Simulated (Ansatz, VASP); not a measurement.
Ti2Be in VASP and in Ansatz

```xyz
3
Lattice="-1.4542 1.4542 5.1167 1.4542 -1.4542 5.1167 1.4542 1.4542 -5.1167" Properties=species:S:1:pos:R:3 pbc="T T T"
Ti    0.0000    0.0000    6.6939
Ti    0.0000    0.0000    3.5395
Be    0.0000    0.0000    0.0000
```

Alike in both runs: functional PBE; k mesh 22 × 22 × 22; occupations gaussian, width 0.1 eV; no spin polarisation.

Ansatz relaxed the structure, and its values are those at the end. VASP's run is a single point on that final structure, the one shown.

|  | VASP | Ansatz |
| --- | --- | --- |
| version | VASP 6.6.1 | Ansatz 0.2.0 |
| potentials or method | VASP PAW PBE potentials, release 64 (Ti_sv, Be), cutoff 520 eV | scalar-relativistic, plane waves, PAW |
| valence electrons in the cell | 26 | 26 |

|  | VASP | Ansatz | Ansatz less VASP |
| --- | --- | --- | --- |
| gap on the k mesh at the Fermi level (eV) | none | none | - |
| pressure (GPa) | -0.2 | 0.0 | +0.18 |

A gap of «none» marks a metal or a gap that the smearing closes.
